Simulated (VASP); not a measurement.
LiF (Griceite): single point with r2SCAN+D3(BJ)

The system is LiF (Griceite).

```
Li F
1.0
     0.00000    2.01400    2.01400
     2.01400    0.00000    2.01400
     2.01400    2.01400    0.00000
Li F
1 1
Cartesian
  0.0000 0.0000 0.0000
  2.0140 2.0140 2.0140
```

```
Program             : VASP 6.6.1
Task                : single point
Functional          : r2SCAN
Dispersion          : D3(BJ)
Potentials or basis : VASP PAW PBE potentials, release 64 (Li_sv, F)
Cutoff              : 830 eV
k mesh              : 4 × 4 × 4
Occupations         : gaussian, width 0.01 eV
Spin                : no spin polarisation
```

- Pressure: -4.1 GPa
- Band gap on the k mesh: 10.26 eV, direct
- Dispersion energy per atom: -0.085 eV

Levels at points of the mesh, in eV from the valence-band top:
| k point | band 2 | band 3 | band 4 | band 5 | band 6 | band 7 | band 8 | band 9 |
| --- | --- | --- | --- | --- | --- | --- | --- | --- |
| (0.00, 0.00, 0.00) | -21.09 | 0.00 | 0.00 | 0.00 | 10.26 | 25.49 | 25.49 | 25.49 |
| (0.50, 0.00, 0.00) | -20.68 | -2.49 | -0.24 | -0.24 | 11.83 | 18.13 | 20.42 | 20.42 |
| (0.50, 0.50, 0.00) | -20.42 | -3.00 | -1.01 | -1.01 | 16.05 | 17.45 | 19.08 | 21.90 |

Wall time 34 s on 1 thread of Intel Xeon 8259CL, on a shared host, peak memory 0.16 GiB.

Caveat: the k points lie up to 0.68 Å⁻¹ apart; three body term missing; the PAW data sets were made with another functional, which shifts forces and pressure a little. r2SCAN opens gaps a little over a GGA but as a rule still falls short of measured ones.
